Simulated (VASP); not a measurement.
# SiNi (Pmmn) in VASP: single point with PBE

Aim: the single point of SiNi with PBE.

Everything below comes from runs of VASP 6.6.1. Logs are shortened: lines on timing, memory, paths and dates and some standing lists are left out, and cuts for length are marked.

## (1) The cell of the first run

The structure is orthorhombic, space group Pmmn (No. 59). The conventional cell has a = 3.027 Å, b = 3.273 Å, c = 4.698 Å, α = 90.00°, β = 90.00°, γ = 90.00°. Within 3.1 Å of Ni (site symmetry mm2) lie 6 Si at 2.34 to 2.40 Å and 6 Ni at 2.67 to 3.03 Å. Within 3.1 Å of Si (site symmetry mm2) lie 6 Ni at 2.34 to 2.40 Å and 6 Si at 2.68 to 3.03 Å.

## (2) Single point, PBE, collinear spin, antiferromagnetic start

INCAR reads:

```
SYSTEM = SiNi
ALGO = Normal ; EDIFF = 1E-6
ENCUT = 690 ; GGA = PE
GGA_COMPAT = .FALSE. ; ISIF = 2
ISMEAR = 0 ; ISPIN = 2
LASPH = .TRUE. ; LCHARG = .FALSE.
LMAXMIX = 4 ; LORBIT = 11
LREAL = .FALSE. ; LWAVE = .FALSE.
MAGMOM = 2 -2 0 0 ; NBANDS = 34
NELM = 200 ; PREC = Accurate
SIGMA = 0.05
```

KPOINTS reads:

```
k-points
0
G
  9 9 6
  0 0 0
```

POSCAR reads:

```
SiNi
1.0
    3.0266200000      0.0000000000      0.0000000000
    0.0000000000      3.2735000000      0.0000000000
    0.0000000000      0.0000000000      4.6977600000
Ni Si
2 2
Direct
    0.5000000000      0.5000000000      0.3442200000
    0.0000000000      0.0000000000      0.6557800000
    0.5000000000      0.5000000000      0.8423000000
    0.0000000000      0.0000000000      0.1577000000
```

Potentials or basis: VASP PAW PBE potentials, release 64 (Ni_sv_GW, Si).

Command:

```
cat potpaw_PBE.64/Ni_sv_GW/POTCAR potpaw_PBE.64/Si/POTCAR > POTCAR
mpirun -np 1 vasp_std > vasp.out
```

OUTCAR:

```text
SYSTEM = SiNi
   EDIFF = 1E-6
   ENCUT = 690
   GGA = PE
   ISIF = 2
   ISMEAR = 0
   ISPIN = 2
   LASPH = .TRUE.
   LORBIT = 11
   LREAL = .FALSE.
   NELM = 200
   PREC = Accurate

 ion  position               nearest neighbor table
   1  0.500  0.500  0.344-   3 2.34   3 2.36   4 2.40   4 2.40   4 2.40   4 2.40
   2  0.000  0.000  0.656-   4 2.34   4 2.36   3 2.40   3 2.40   3 2.40   3 2.40
   3  0.500  0.500  0.842-   1 2.34   1 2.36   2 2.40   2 2.40   2 2.40   2 2.40   4 2.68   4 2.68
                             4 2.68   4 2.68
   4  0.000  0.000  0.158-   2 2.34   2 2.36   1 2.40   1 2.40   1 2.40   1 2.40   3 2.68   3 2.68
                             3 2.68   3 2.68

  LATTYP: Found a simple orthorhombic cell.
 ALAT       =     3.0266200000
 B/A-ratio  =     1.0815695396
 C/A-ratio  =     1.5521472798

  Lattice vectors:

 A1 = (   3.0266200000,   0.0000000000,   0.0000000000)
 A2 = (   0.0000000000,   3.2735000000,   0.0000000000)
 A3 = (   0.0000000000,   0.0000000000,   4.6977600000)

Analysis of symmetry for initial positions (statically):
=====================================================================
 Subroutine PRICEL returns:
 Original cell was already a primitive cell.

 Routine SETGRP: Setting up the symmetry group for a
 simple orthorhombic supercell.

 Subroutine GETGRP returns: Found  8 space group operations
 (whereof  4 operations were pure point group operations)
 out of a pool of  8 trial point group operations.

The static configuration has the point symmetry C_2v.
 The point group associated with its full space group is D_2h.

Analysis of symmetry for dynamics (positions and initial velocities):
=====================================================================
 Subroutine PRICEL returns:
 Original cell was already a primitive cell.

 Routine SETGRP: Setting up the symmetry group for a
 simple orthorhombic supercell.

 Subroutine GETGRP returns: Found  8 space group operations
 (whereof  4 operations were pure point group operations)
 out of a pool of  8 trial point group operations.

The dynamic configuration has the point symmetry C_2v.
 The point group associated with its full space group is D_2h.

Analysis of structural, dynamic, and magnetic symmetry:
=====================================================================
 Subroutine PRICEL returns:
 Original cell was already a primitive cell.

 Routine SETGRP: Setting up the symmetry group for a
 simple orthorhombic supercell.

 Subroutine GETGRP returns: Found  8 space group operations
 (whereof  4 operations were pure point group operations)
[... 139 lines left out ...]
 Gauss-broadening in eV      SIGMA  =   0.05
  energy-cutoff  :      690.00
  volume of cell :       46.54
 maximum number of plane-waves:      1933
 NGX is ok and might be reduce to    28
   NGX = 13   NGY = 15   NGZ = 21

 number of electron      43.9999994 magnetization       0.0000000

 number of electron      43.9999994 magnetization      -0.0000000

 Free energy of the ion-electron system (eV)
  ---------------------------------------------------
  ext. energy  EPLUGINS =         0.00000000
  ---------------------------------------------------
  free energy    TOTEN  =       -25.50085846 eV

  energy without entropy =      -25.49869954  energy(sigma->0) =      -25.49977900

 E-fermi :  10.5790     XC(G=0): -12.7434

 val. band max:       10.5785637939   @ k =   0.4444   0.4444   0.3333
 cond. band min:      10.5891160134   @ k =   0.1111   0.0000   0.1667
 fundamental gap:      0.0105522195
 Fermi energy:        10.5790284805

 spin component 1

 k-point     1 :       0.0000    0.0000    0.0000
  band No.  band energies     occupation
      1     -93.3974      1.00000
      2     -93.3884      1.00000
      3     -53.9182      1.00000
      4     -53.8926      1.00000
      5     -53.7886      1.00000
      6     -53.7535      1.00000
[... 877 lines left out ...]
     33      27.1196      0.00000
     34      27.6037      0.00000

 [... further k-points ...]

 spin component 2

 k-point     1 :       0.0000    0.0000    0.0000
  band No.  band energies     occupation
      1     -93.3974      1.00000
      2     -93.3884      1.00000
      3     -53.9182      1.00000
      4     -53.8926      1.00000
      5     -53.7886      1.00000
      6     -53.7535      1.00000
[... 877 lines left out ...]
     33      26.4244      0.00000
     34      27.6167      0.00000

 [... further k-points ...]

------------------------ aborting loop because EDIFF is reached ----------------------------------------

  FORCE on cell =-STRESS in cart. coord.  units (eV):
  Direction    XX          YY          ZZ          XY          YZ          ZX
  --------------------------------------------------------------------------------------
  -------------------------------------------------------------------------------------
  Total       -0.1257514      0.3366974     -0.0033676      0.0000000      0.0000000      0.0000000
  in kB       -4.3287474     11.5901558     -0.1159237      0.0000000      0.0000000      0.0000000
  external PRESSURE =       2.3818282 kB  Pullay stress =       0.0000000 kB

 VOLUME and BASIS-vectors are now :
 -----------------------------------------------------------------------------
  energy-cutoff  :      690.00
  volume of cell :       46.54
      direct lattice vectors                 reciprocal lattice vectors
     3.026620000  0.000000000  0.000000000     0.330401570  0.000000000  0.000000000
     0.000000000  3.273500000  0.000000000     0.000000000  0.305483428  0.000000000
     0.000000000  0.000000000  4.697760000     0.000000000  0.000000000  0.212867409

 POSITION                                       TOTAL-FORCE (eV/Angst)
 -----------------------------------------------------------------------------------
      1.51331      1.63675      1.61706         0.000000      0.000000     -0.128798
      0.00000      0.00000      3.08070         0.000000      0.000000      0.128798
      1.51331      1.63675      3.95692         0.000000      0.000000      0.098725
      0.00000      0.00000      0.74084         0.000000      0.000000     -0.098725
 -----------------------------------------------------------------------------------
    total drift:                                0.000000      0.000000     -0.000000

  FREE ENERGIE OF THE ION-ELECTRON SYSTEM (eV)
  ---------------------------------------------------
  free  energy   TOTEN  =       -25.5008584564 eV

  energy  without entropy=      -25.4986995423  energy(sigma->0) =      -25.49977900

 total charge

# of ion       s       p       d       f       tot
--------------------------------------------------
    1        2.223   6.348   7.894   0.004  16.468
    2        2.223   6.348   7.894   0.004  16.468
    3        0.749   0.854   0.000   0.000   1.603
    4        0.749   0.854   0.000   0.000   1.603
--------------------------------------------------
tot          5.945  14.403  15.788   0.007  36.143

 magnetization (x)

# of ion       s       p       d       f       tot
--------------------------------------------------
    1        0.000   0.000   0.000   0.000   0.000
    2       -0.000  -0.000  -0.000  -0.000  -0.000
    3       -0.000   0.000   0.000   0.000   0.000
    4        0.000  -0.000   0.000   0.000  -0.000
--------------------------------------------------
tot          0.000   0.000   0.000   0.000   0.000
```

OSZICAR:

```text
N       E                     dE             d eps       ncg     rms          rms(c)
DAV:   1     0.690416168437E+03    0.69042E+03   -0.28095E+04 22358   0.473E+03
DAV:   2     0.325205457978E+02   -0.65790E+03   -0.62464E+03 23228   0.121E+03
DAV:   3    -0.342346824509E+02   -0.66755E+02   -0.64957E+02 26786   0.459E+02
DAV:   4    -0.372412650066E+02   -0.30066E+01   -0.29658E+01 26030   0.116E+02
DAV:   5    -0.373330159161E+02   -0.91751E-01   -0.91223E-01 25554   0.126E+01    0.371E+01
DAV:   6    -0.621974357991E+02   -0.24864E+02   -0.23045E+02 22760   0.912E+02    0.460E+01
DAV:   7    -0.260752976372E+02    0.36122E+02   -0.96976E+01 21808   0.546E+02    0.107E+01
DAV:   8    -0.255294703140E+02    0.54583E+00   -0.72645E+00 27088   0.107E+02    0.346E+00
DAV:   9    -0.255037094721E+02    0.25761E-01   -0.45814E-01 26016   0.260E+01    0.136E+00
DAV:  10    -0.255012075065E+02    0.25020E-02   -0.29540E-02 27048   0.984E+00    0.844E-01
DAV:  11    -0.255022933760E+02   -0.10859E-02   -0.46027E-03 26096   0.275E+00    0.506E-01
DAV:  12    -0.255009110040E+02    0.13824E-02   -0.35018E-03 26872   0.334E+00    0.143E-01
DAV:  13    -0.255008573897E+02    0.53614E-04   -0.45342E-04 25984   0.906E-01    0.508E-02
DAV:  14    -0.255008576381E+02   -0.24845E-06   -0.22820E-05 18560   0.202E-01    0.192E-02
DAV:  15    -0.255008580885E+02   -0.45042E-06   -0.10448E-05 14904   0.947E-02    0.139E-02
DAV:  16    -0.255008584564E+02   -0.36789E-06   -0.23520E-06 11216   0.632E-02
   1 F= -.25500858E+02 E0= -.25499779E+02  d E =-.215891E-02  mag=    -0.0000
```

stdout:

```text
POSCAR found type information on POSCAR NiSi
 POSCAR found :  2 types and       4 ions
 scaLAPACK will be used
 LDA part: xc-table for (Slater+PW92), standard interpolation
 POSCAR, INCAR and KPOINTS ok, starting setup
 FFT: planning ... GRIDC
 FFT: planning ... GRID_SOFT
 FFT: planning ... GRID
 WAVECAR not read
 entering main loop
```

Wall time 6.3 min (1 thread of AMD EPYC 9R45 (Zen 5), shared host); peak memory 0.45 GiB.

Results:

```
Free energy                                           : -25.5009 eV
Pressure                                              : 0.2 GPa
Largest force                                         : 0.129 eV/Å
Band gap on the k mesh                                : zero (filled and empty bands overlap)
Net moment                                            : 0.00 μB per cell
Valence electrons inside the program's atomic spheres : Ni 16.47; Si 1.60
```

Forces on the atoms (eV/Å):
```
Ni   0.000  0.000 -0.129
Ni   0.000  0.000  0.129
Si   0.000  0.000  0.099
Si   0.000  0.000 -0.099
```

Stress tensor (GPa, compression positive):
```
-0.43  0.00  0.00
 0.00  1.16  0.00
 0.00  0.00 -0.01
```

Levels at points of the mesh, in eV from the Fermi level:
Spin up:
```tsv
k point	band 19	band 20	band 21	band 22	band 23	band 24	band 25	band 26
(0.00, 0.00, 0.00)	-2.33	-1.96	-1.95	-1.12	0.71	2.92	5.06	5.30
(0.00, 0.00, 0.50)	-2.68	-2.01	1.25	1.86	2.15	2.50	2.54	3.61
```
Spin down:
```csv
k point,band 19,band 20,band 21,band 22,band 23,band 24,band 25,band 26
"(0.00, 0.00, 0.00)",-2.33,-1.96,-1.95,-1.12,0.71,2.92,5.06,5.30
"(0.00, 0.00, 0.50)",-2.68,-2.01,1.25,1.86,2.15,2.50,2.54,3.61
```

Caveat: the moments typed at the start vanished in this run.
